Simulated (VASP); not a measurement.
Write the native input for VASP 6.6.1 that does the following.

| Item | Value |
| --- | --- |
| Task | single point |
| Functional | PBE |
| Potentials or basis | VASP PAW PBE potentials, release 64 (Zn, Cd, S) |
| Cutoff | 520 eV |
| k mesh | 6 × 6 × 1 |
| Occupations | gaussian, width 0.1 eV |
| Spin | no spin polarisation |
| Dipole correction | no |
| Further INCAR settings | ALGO = Normal; EDIFF = 1e-07; NBANDS = 66 |

The structure of Zn5CdS6 lies in POSCAR:

```
Zn5CdS6
1.0
    3.8936491881      0.0000000000      0.0000000000
   -1.9468245940      3.3719991103      0.0000000000
    0.0000000000      0.0000000000     19.2771702000
Zn Cd S
5 1 6
Direct
    0.3333333333      0.6666666667      0.9958810000
    0.3333333333      0.6666666667      0.6710020000
    0.6666666667      0.3333333333      0.1579410000
    0.6666666667      0.3333333333      0.5086140000
    0.6666666667      0.3333333333      0.8334320000
    0.3333333333      0.6666666667      0.3362050000
    0.3333333333      0.6666666667      0.1183150000
    0.3333333333      0.6666666667      0.4684690000
    0.3333333333      0.6666666667      0.7934350000
    0.6666666667      0.3333333333      0.2798170000
    0.6666666667      0.3333333333      0.6310330000
    0.6666666667      0.3333333333      0.9558570000
```

These files were run (other wordings do the same):

INCAR

```
PREC = Accurate ; ENCUT = 520
EDIFF = 1E-7 ; ISMEAR = 0
SIGMA = 0.1 ; LREAL = F
LASPH = T ; NELM = 60
ALGO = Normal ; ISIF = 2
LWAVE = F ; LCHARG = F
GGA = PE ; NBANDS = 66
```

KPOINTS

```
regular mesh
0
Gamma
  6 6 1
```

Potentials or basis: VASP PAW PBE potentials, release 64 (Zn, Cd, S).

Run with:

```console
$ cat potpaw_PBE.64/Zn/POTCAR potpaw_PBE.64/Cd/POTCAR potpaw_PBE.64/S/POTCAR > POTCAR
$ mpirun -np 1 vasp_std > vasp.out
```

It gave:

```
Pressure               : 0.2 GPa
Largest force          : 0.028 eV/Å
Band gap on the k mesh : 1.58 eV
```

Run time: 3 min on 1 thread of Intel(R) Xeon(R) Platinum 8488C (Sapphire Rapids), on a shared host, peak memory 0.39 GiB.
